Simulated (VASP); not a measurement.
# GaSb (I-4m2) in VASP: further runs, part 2 of 3

VASP 6.6.1.

### Step 3. Single point, LDA

This run uses another cell than the first one, of 23.96 Å³/atom, 1.003 times its volume.

INCAR

```
SYSTEM = GaSb
PREC = Accurate
ENCUT = 520
EDIFF = 1E-6
ISMEAR = 0
SIGMA = 0.02
LREAL = .False.
LASPH = .True.
NELM = 80
ALGO = Normal
ISIF = 2
LWAVE = .False.
LCHARG = .True.
GGA = CA
LELF = .True.
LVHAR = .True.
NBANDS = 16
```

KPOINTS

```
regular mesh
0
Gamma
  8 8 8
  0 0 0
```

POSCAR

```
GaSb
1.0
   -2.7534340000      2.7534340000      1.5801022867
    2.7534340000     -2.7534340000      1.5801022867
    2.7534340000      2.7534340000     -1.5801022867
Ga Sb
1 1
Direct
    0.2500000000      0.7500000000      0.5000000000
    0.0000000000      0.0000000000      0.0000000000
```

Potentials or basis: VASP PAW LDA potentials, release 64 (Ga_d, Sb).

On the command line:

```console
$ cat potpaw_LDA.64/Ga_d/POTCAR potpaw_LDA.64/Sb/POTCAR > POTCAR
$ mpirun -np 1 vasp_std > vasp.out
```

OUTCAR:

```text
SYSTEM = GaSb
   PREC = Accurate
   ENCUT = 520
   EDIFF = 1E-6
   ISMEAR = 0
   LREAL = .False.
   LASPH = .True.
   NELM = 80
   ISIF = 2
   GGA = CA

 ion  position               nearest neighbor table
   1  0.250  0.750  0.500-   2 2.86   2 2.86   2 2.86   2 2.86
   2  0.000  0.000  0.000-   1 2.86   1 2.86   1 2.86   1 2.86

  LATTYP: Found a body centered tetragonal cell.
 ALAT       =     5.5068680000
 C/A-ratio  =     0.5738660475

  Lattice vectors:

 A1 = (  -2.7534340000,   2.7534340000,   1.5801022867)
 A2 = (   2.7534340000,  -2.7534340000,   1.5801022867)
 A3 = (   2.7534340000,   2.7534340000,  -1.5801022867)

Analysis of symmetry for initial positions (statically):
=====================================================================
 Subroutine PRICEL returns:
 Original cell was already a primitive cell.

 Routine SETGRP: Setting up the symmetry group for a
 body centered tetragonal supercell.

 Subroutine GETGRP returns: Found  8 space group operations
 (whereof  8 operations were pure point group operations)
 out of a pool of 16 trial point group operations.

The static configuration has the point symmetry D_2d.

Analysis of symmetry for dynamics (positions and initial velocities):
=====================================================================
 Subroutine PRICEL returns:
 Original cell was already a primitive cell.

 Routine SETGRP: Setting up the symmetry group for a
 body centered tetragonal supercell.

 Subroutine GETGRP returns: Found  8 space group operations
 (whereof  8 operations were pure point group operations)
 out of a pool of 16 trial point group operations.

The dynamic configuration has the point symmetry D_2d.

 Subroutine INISYM returns: Found  8 space group operations
 (whereof  8 operations are pure point group operations),
 and found     1 'primitive' translations

----------------------------------------------------------------------------------------

                                     Primitive cell

[... 110 lines left out ...]
     AMIX_MAG =   1.60;   BMIX_MAG =  1.00
  volume/ion in A,a.u.               =      23.96       161.68
  Fermi-wavevector in a.u.,A,eV,Ry     =   1.181229  2.232199 18.984240  1.395302
  Thomas-Fermi vector in A             =   2.317507
   LORBIT       =      0    0 simple, 1 ext, 2 COOP (PROOUT), +10 PAW based schemes
   GGA     = CA    functional components
   LHFCALC =     F    Hartree Fock is set to
   AEXX    =    0.0000 exact exchange contribution
   IVDW    =     0    specifies the selected vdW correction
   LEPSILON=     F    determine dielectric tensor
   LRPA    =     F    only Hartree local field effects (RPA)
 non-spin polarized calculation
 Gauss-broadening in eV      SIGMA  =   0.02
  energy-cutoff  :      520.00
  volume of cell :       47.92
 maximum number of plane-waves:      1302
   NGX = 15   NGY = 15   NGZ = 15

 number of electron      17.9999997 magnetization

 Free energy of the ion-electron system (eV)
  ---------------------------------------------------
  ext. energy  EPLUGINS =         0.00000000
  ---------------------------------------------------
  free energy    TOTEN  =        -8.34523223 eV

  energy without entropy =       -8.34496582  energy(sigma->0) =       -8.34509903

 E-fermi :   6.4480     XC(G=0): -10.4872

 val. band max:        6.4432744002   @ k =   0.5000   0.5000   0.0000
 cond. band min:       6.4614018033   @ k =  -0.2500   0.5000   0.1250
 fundamental gap:      0.0181274032
 Fermi energy:         6.4479759430

 k-point     1 :       0.0000    0.0000    0.0000
  band No.  band energies     occupation
      1      -8.6191      2.00000
      2      -8.5309      2.00000
      3      -8.5236      2.00000
      4      -8.5017      2.00000
      5      -8.5017      2.00000
      6      -5.5418      2.00000
[... 433 lines left out ...]
      3      -8.5390      2.00000
      4      -8.5006      2.00000
      5      -8.4769      2.00000
      6      -1.7325      2.00000
[... 8 lines left out ...]
     15      15.2568      0.00000
     16      15.5445      0.00000

 [... further k-points ...]

------------------------ aborting loop because EDIFF is reached ----------------------------------------

  FORCE on cell =-STRESS in cart. coord.  units (eV):
  Direction    XX          YY          ZZ          XY          YZ          ZX
  --------------------------------------------------------------------------------------
  -------------------------------------------------------------------------------------
  Total       -1.4008727     -1.4008727     -0.6696908      0.0000000      0.0000000      0.0000000
  in kB      -46.8397669    -46.8397669    -22.3918720      0.0000000      0.0000000      0.0000000
  external PRESSURE =     -38.6904686 kB  Pullay stress =       0.0000000 kB

 VOLUME and BASIS-vectors are now :
 -----------------------------------------------------------------------------
  energy-cutoff  :      520.00
  volume of cell :       47.92
      direct lattice vectors                 reciprocal lattice vectors
    -2.753434000  2.753434000  1.580102287     0.000000000  0.181591424  0.316435211
     2.753434000 -2.753434000  1.580102287     0.181591424  0.000000000  0.316435211
     2.753434000  2.753434000 -1.580102287     0.181591424  0.181591424  0.000000000

 POSITION                                       TOTAL-FORCE (eV/Angst)
 -----------------------------------------------------------------------------------
      2.75343      0.00000      0.79005        -0.000000      0.000000      0.000000
      0.00000      0.00000      0.00000         0.000000     -0.000000     -0.000000
 -----------------------------------------------------------------------------------
    total drift:                               -0.000000      0.000000     -0.000000

  FREE ENERGIE OF THE ION-ELECTRON SYSTEM (eV)
  ---------------------------------------------------
  free  energy   TOTEN  =        -8.3452322315 eV

  energy  without entropy=       -8.3449658226  energy(sigma->0) =       -8.34509903
```

OSZICAR:

```text
N       E                     dE             d eps       ncg     rms          rms(c)
DAV:   1     0.831334854313E+02    0.83133E+02   -0.81443E+03  1888   0.146E+03
DAV:   2    -0.200617504307E+01   -0.85140E+02   -0.82156E+02  2224   0.318E+02
DAV:   3    -0.827324624867E+01   -0.62671E+01   -0.62492E+01  2288   0.640E+01
DAV:   4    -0.838320643727E+01   -0.10996E+00   -0.10994E+00  2344   0.942E+00
DAV:   5    -0.838580214458E+01   -0.25957E-02   -0.25956E-02  2408   0.131E+00    0.254E+00
DAV:   6    -0.835441050263E+01    0.31392E-01   -0.46876E-02  2480   0.349E+00    0.141E+00
DAV:   7    -0.834580257578E+01    0.86079E-02   -0.12062E-02  2912   0.114E+00    0.272E-01
DAV:   8    -0.834523624507E+01    0.56633E-03   -0.16691E-03  2472   0.539E-01    0.264E-02
DAV:   9    -0.834523261488E+01    0.36302E-05   -0.93081E-05  2440   0.949E-02    0.204E-02
DAV:  10    -0.834523223148E+01    0.38340E-06   -0.91833E-06  2472   0.304E-02
   1 F= -.83452322E+01 E0= -.83450990E+01  d E =-.266409E-03
```

stdout:

```text
POSCAR found type information on POSCAR GaSb
 POSCAR found :  2 types and       2 ions
 scaLAPACK will be used
 LDA part: xc-table for (Slater(with rela. corr.)+CA(PZ))
 , standard interpolation
 POSCAR, INCAR and KPOINTS ok, starting setup
 FFT: planning ... GRIDC
 FFT: planning ... GRID_SOFT
 FFT: planning ... GRID
 WAVECAR not read
 entering main loop
```

Wall time 22 s (1 thread of Intel Xeon 6975P-C, shared host); peak memory 0.18 GiB.

What came out:

| Property | Result |
| --- | --- |
| Free energy | -8.3452 eV |
| Pressure | -3.9 GPa |
| Band gap on the k mesh | zero (band 9 reaches 8.21 eV, above the bottom of band 10 at 4.40 eV) |

Stress tensor (GPa, compression positive):
```
-4.68  0.00  0.00
 0.00 -4.68  0.00
 0.00  0.00 -2.24
```

Caveat: spin-orbit coupling is left out, which moves the levels of the heavy elements.

[end of part 2 of 3]
